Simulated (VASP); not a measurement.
## GaSb: single point with PBE0

Crystal: GaSb.

```
CELL_PARAMETERS angstrom
0.00000 3.05561 3.05561
3.05561 0.00000 3.05561
3.05561 3.05561 0.00000
ATOMIC_POSITIONS crystal
Ga 0.00000 0.00000 0.00000
Sb 0.25000 0.25000 0.25000
```

```json
{
  "Program": "VASP 6.6.1",
  "Task": "single point",
  "Functional": "PBE0",
  "Potentials or basis": "VASP PAW PBE potentials, release 64 (Ga_d, Sb_d_GW)",
  "Cutoff": "400 eV",
  "k mesh": "4 × 4 × 4",
  "Occupations": "gaussian, width 0.1 eV",
  "Spin": "no spin polarisation"
}
```

The pressure is 0.4 GPa and the band gap on the k mesh is 1.59 eV.

Levels at points of the mesh, in eV from the valence-band top:
```
           k point  band 12  band 13  band 14  band 15  band 16  band 17
(0.00, 0.00, 0.00)     0.00     0.00     0.00     1.59     4.17     4.17
(0.50, 0.00, 0.00)    -7.00    -1.27    -1.27     1.76     5.18     5.18
(0.50, 0.50, 0.00)    -7.48    -2.84    -2.84     2.16     2.48    10.68
```

It took 10 min on 1 thread of AMD EPYC 9R45 96-Core Processor (Zen 5) (shared host), peak memory 0.16 GiB.

Caveat: the k points lie up to 0.45 Å⁻¹ apart; the PAW data sets were made with another functional, which shifts forces and pressure a little; spin-orbit coupling is left out, which moves the levels of the heavy elements. A k mesh can miss the band edges.
